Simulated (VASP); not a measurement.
Input of a VASP 6.6.1 run:

File INCAR:

```
ALGO = Normal
EDIFF = 1E-7
ENCUT = 520
GGA = PE
ISIF = 2
ISMEAR = 0
LASPH = True
LCHARG = False
LREAL = Auto
LWAVE = False
NBANDS = 43
NELM = 100
PREC = Accurate
SIGMA = 0.05
```

Contents of KPOINTS:

```
k-points
0
Gamma
  6 6 6
```

The input POSCAR:

```
C
1.0
    3.5715485858      0.0000000000     -3.5715485858
    0.0000000000      3.5715485858     -3.5715485858
    3.5715485858      3.5715485858      0.0000000000
C
15
Direct
    0.2500000000      0.2500000000      0.2500000000
    0.2500000000      0.7500000000      0.7500000000
    0.2500000000      0.7500000000      0.2500000000
    0.7500000000      0.2500000000      0.7500000000
    0.7500000000      0.2500000000      0.2500000000
    0.7500000000      0.7500000000      0.7500000000
    0.7500000000      0.7500000000      0.2500000000
    0.1250000000      0.1250000000      0.1250000000
    0.1250000000      0.1250000000      0.6250000000
    0.1250000000      0.6250000000      0.1250000000
    0.1406250000      0.5781250000      0.6406250000
    0.6250000000      0.1250000000      0.1250000000
    0.6250000000      0.1250000000      0.6250000000
    0.6250000000      0.6250000000      0.1250000000
    0.6250000000      0.6250000000      0.6250000000
```

Potentials or basis: VASP PAW PBE potentials, release 64 (C).

Run with:

```bash
$ cat potpaw_PBE.64/C/POTCAR > POTCAR
$ mpirun -np 1 vasp_std > vasp.out
```

Question: Estimate the largest force.

Answer: 5.405 eV/Å.

Question: What does it give for the pressure?

Answer: -7.5 GPa.

Forces in eV/Å, atoms in the order of the input:
```
C   -0.052  0.052 -0.809
C    1.162 -0.379  0.379
C    0.379 -1.162  0.379
C   -0.052  0.809 -0.052
C   -0.809  0.052 -0.052
C    0.379 -0.379  1.162
C   -0.001  0.001 -0.001
C    2.216  2.180  2.216
C   -2.180 -2.216  2.216
C   -0.036  0.036 -0.140
C   -3.121  3.121 -3.121
C    0.074 -0.074  0.074
C    2.216 -2.216 -2.180
C   -0.140  0.036 -0.036
C   -0.036  0.140 -0.036
```

Caveat: the cell differs from its parent crystal (atoms taken out, atom 11 moved 0.125 of the way to it and +0.000 Å across, host rigid).
